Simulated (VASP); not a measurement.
Here is a VASP 6.6.1 calculation.

INCAR

```
ALGO = Normal
EDIFF = 1E-7
ENCUT = 520
GGA = PE
ISIF = 2
ISMEAR = -1
LASPH = T
LCHARG = F
LREAL = F
LWAVE = F
NBANDS = 16
NELM = 80
PREC = Accurate
SIGMA = 0.3
```

KPOINTS

```
k-points
0
Gamma
  10 10 5
```

File POSCAR:

```
Ir
1.0
    2.6366014367      0.0000000000      0.0000000000
   -1.3183007183      2.2833635906      0.0000000000
    0.0000000000      0.0000000000      4.2761409828
Ir
2
Direct
    0.6666666667      0.3333333333      0.7500000000
    0.3333333333      0.6666666667      0.2500000000
```

Potentials or basis: VASP PAW PBE potentials, release 64 (Ir).

Command:

```sh
$ cat potpaw_PBE.64/Ir/POTCAR > POTCAR
$ mpirun -np 1 vasp_std > vasp.out
```

(1) Estimate the band gap on the k mesh.

(2) What does it give for the pressure?

Results:

(1) zero (band 9 reaches 13.48 eV, above the bottom of band 10 at 9.74 eV).

(2) 62.5 GPa.

Caveat: spin-orbit coupling is left out, which moves the levels of the heavy elements.
